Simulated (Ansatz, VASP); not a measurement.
Two plane-wave programs on CS2

```
S C
1.0
    10.62659    0.00000    0.00000
     0.00000   10.62659    0.00000
     0.00000    0.00000   10.62659
S C
24 12
Direct
  0.48952 0.70972 0.77113
  0.65743 0.75467 0.53427
  0.23116 0.38125 0.80041
  0.45564 0.37888 0.61095
  0.23798 0.00088 0.83619
  0.33540 0.98272 0.55964
  0.94841 0.88917 0.64007
  0.98144 0.08961 0.42792
  0.80180 0.48747 0.97113
  0.06826 0.46932 0.09294
  0.46295 0.20695 0.29290
  0.70377 0.37095 0.33042
  0.56048 0.96985 0.99671
  0.55500 0.25496 0.92725
  0.75838 0.77531 0.19604
  0.95945 0.82314 0.98748
  0.42124 0.60854 0.34982
  0.43084 0.55614 0.06088
  0.91189 0.48887 0.60545
  0.13756 0.40671 0.43607
  0.86894 0.14632 0.12531
  0.91985 0.16340 0.83671
  0.09249 0.74313 0.33615
  0.26845 0.92543 0.18764
  0.57382 0.73228 0.65303
  0.34304 0.38004 0.70532
  0.28680 0.99191 0.69796
  0.96499 0.98910 0.53376
  0.93517 0.47823 0.03140
  0.58369 0.28865 0.31121
  0.55726 0.11240 0.96168
  0.85899 0.79992 0.09171
  0.42588 0.58289 0.20546
  0.02456 0.44736 0.52060
  0.89490 0.15465 0.98109
  0.17959 0.83477 0.26205
```

Alike in both runs: functional PBE; dispersion D3(BJ); k mesh 1 × 1 × 1; occupations fermi-dirac, width 0.02 eV; no spin polarisation.

Ansatz relaxed the structure, and its values are those at the end. VASP's run is a single point on that final structure, the one shown.

```csv
,VASP,Ansatz
version,VASP 6.6.1,Ansatz 0.2.0
potentials or method,"VASP PAW PBE potentials, release 64 (S, C), cutoff 520 eV","scalar-relativistic, plane waves, PAW"
valence electrons in the cell,192,192
```

```csv
,VASP,Ansatz,Ansatz less VASP
rms of the force components (eV/Å),0.119,0.014,-0.1055
```
